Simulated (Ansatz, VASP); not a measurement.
MnS: VASP beside Ansatz

```
Mn S
1.0
     0.00000    2.48984    2.48984
     2.48984    0.00000    2.48984
     2.48984    2.48984    0.00000
Mn S
1 1
Direct
  0.00000 0.00000 0.00000
  0.75000 0.75000 0.75000
```

Alike in both runs: task single point; functional RPBE; dispersion D3(BJ); k mesh 9 × 9 × 9; occupations fermi-dirac, width 0.05 eV; collinear spin.

```csv
,VASP,Ansatz
version,VASP 6.6.1,Ansatz 0.2.0
potentials or method,"VASP PAW PBE potentials, release 64 (Mn_pv, S)",Ansatz PAW
plane-wave cutoff (eV),520,420
valence electrons in the cell,19,21
```

Ansatz gave:

* gap on the k mesh at the Fermi level (eV): none
* pressure (GPa): -20.1
* net moment per atom (μB): 0.12
* size of the moment on the site where the two differ most (μB): 0.20

**Question.** Which values does VASP return?

**Answer.** gap on the k mesh at the Fermi level (eV): none; pressure (GPa): -20.2; net moment per atom (μB): 0.11; size of the moment on the site where the two differ most (μB): 0.22.

VASP's potentials were made for PBE, not for RPBE. Site moments also hang on the region over which each program counts them. A gap of «none» marks a metal or a gap that the smearing closes. VASP's potentials hold 19 valence electrons a cell and Ansatz's 21, so a difference there can come from the potentials and not from the codes.
